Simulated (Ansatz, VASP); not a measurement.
**SnTe: VASP beside Ansatz**

POSCAR

```
SnTe
1.0
    5.3967552201      0.0000000000      0.0000000000
   -2.6983776101      4.6737271186      0.0000000000
    0.0000000000      0.0000000000      6.4878041079
Sn Te
2 2
Direct
    0.3333333333      0.6666666667     -0.0459806368
    0.6666666667      0.3333333333      0.4540193632
    0.3333333333      0.6666666667      0.4209806368
    0.6666666667      0.3333333333      0.9209806368
```

Contents of INCAR.step1:

```
SYSTEM = SnTe
PREC = Accurate
ENCUT = 520
ISMEAR = 1
SIGMA = 0.05
LREAL = .False.
LASPH = .True.
NELM = 80
NBANDS = 28
GGA = PE
ALGO = Normal
EDIFF = 1E-4
LWAVE = .True.
LCHARG = .False.
```

The input INCAR.step2:

```
SYSTEM = SnTe
PREC = Accurate
ENCUT = 520
EDIFF = 1E-6
ISMEAR = 1
SIGMA = 0.05
LREAL = .False.
LASPH = .True.
NELM = 80
ALGO = Normal
ISIF = 2
LWAVE = .False.
LCHARG = .False.
METAGGA = R2SCAN
LMIXTAU = .True.
NBANDS = 28
ISTART = 1
```

KPOINTS

```
regular mesh
0
Gamma
  6 6 4
  0 0 0
```

Input for Ansatz:

```yaml
crystal:
  lattice:
    - [5.3967552201, 0.0, 0.0]
    - [-2.6983776101, 4.6737271186, 0.0]
    - [0.0, 0.0, 6.4878041079]
  atoms:
    - { symbol: Sn, position: [0.3333333333, 0.6666666667, -0.0459806368] }
    - { symbol: Sn, position: [0.6666666667, 0.3333333333, 0.4540193632] }
    - { symbol: Te, position: [0.3333333333, 0.6666666667, 0.4209806368] }
    - { symbol: Te, position: [0.6666666667, 0.3333333333, 0.9209806368] }
kpoints:
  mp_grid: { grid: [6, 6, 4] }
hamiltonian:
  xc: r2scan
scf:
  occupations: { method: methfessel_paxton, width: 0.05 }
  n_extra_bands: 5
output:
  forces: true
  stress: true
  eigenvalues: true
```

Alike in both runs: task single point; functional r2SCAN; k mesh 6 × 6 × 4; occupations methfessel-paxton of order 1, width 0.05 eV; no spin polarisation.

```csv
,VASP,Ansatz
version,VASP 6.6.1,Ansatz 0.2.0
potentials or method,"VASP PAW PBE potentials, release 64 (Sn_d, Te)",plane waves
plane-wave cutoff (eV),520,500
valence electrons in the cell,40,60
```

|  | VASP | Ansatz | Ansatz less VASP |
| --- | --- | --- | --- |
| gap on the k mesh at the Fermi level (eV) | 0.65 | 0.65 | +0.002 |
| pressure (GPa) | 0.0 | 0.0 | 0.00 |
| rms of the force components (eV/Å) | 0.004 | 0.000 | -0.0042 |

VASP's potentials were made for PBE, not for r2SCAN. Atom by atom the forces differ by 0.004 eV/Å (rms over components). The functional is the same, so the differences come from potentials, cutoffs and numerics. VASP's potentials hold 40 valence electrons a cell and Ansatz's 60, so a difference there can come from the potentials and not from the codes.

Spin-orbit coupling is off throughout.
